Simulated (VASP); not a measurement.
Runs of VASP 6.6.1 on K. The structure is that of space group Im-3m (No. 229), or close to it. The cells are those of the table. 

| task | cell | k mesh | cutoff (eV) | smearing | gap on the mesh (eV) | pressure (GPa) | relaxed volume (Å³/atom) |
| --- | --- | --- | --- | --- | --- | --- | --- |
| single point | a = 4.641 Å, angles 109.5°, 1 atom | 12 × 12 × 12 | 520 | fermi-dirac 0.15 eV | none | 0.0 | - |
| single point | a = 4.535 Å, angles 109.5°, 1 atom | 6 × 6 × 6 | 520 | gaussian 0.1 eV | none | (a) | - |
| relaxation of cell and atoms | relaxed from a = 4.535 Å, angles 109.5°, 1 atom | 12 × 12 × 12 | 600 | gaussian 0.1 eV | none | 0.0 | 76.38 |
| single point | a = 4.631 Å, angles 109.5°, 1 atom | 12 × 12 × 12 | 520 | gaussian 0.1 eV | none | 0.0 | - |
| relaxation of cell and atoms | relaxed from a = 4.631 Å, angles 109.5°, 1 atom | 12 × 12 × 12 | 600 | fermi-dirac 0.15 eV | none | 0.0 | 77.01 |

Alike in all rows: level r2SCAN; potentials or basis VASP PAW PBE potentials, release 64 (K_sv); no spin polarisation.

**Question.** Fill in the values left out.

**Answer.** (a) 0.3.

Caveats: the PAW data sets were made with another functional, which shifts forces and pressure a little.

A gap of «none» marks levels without a gap at the run's occupations.
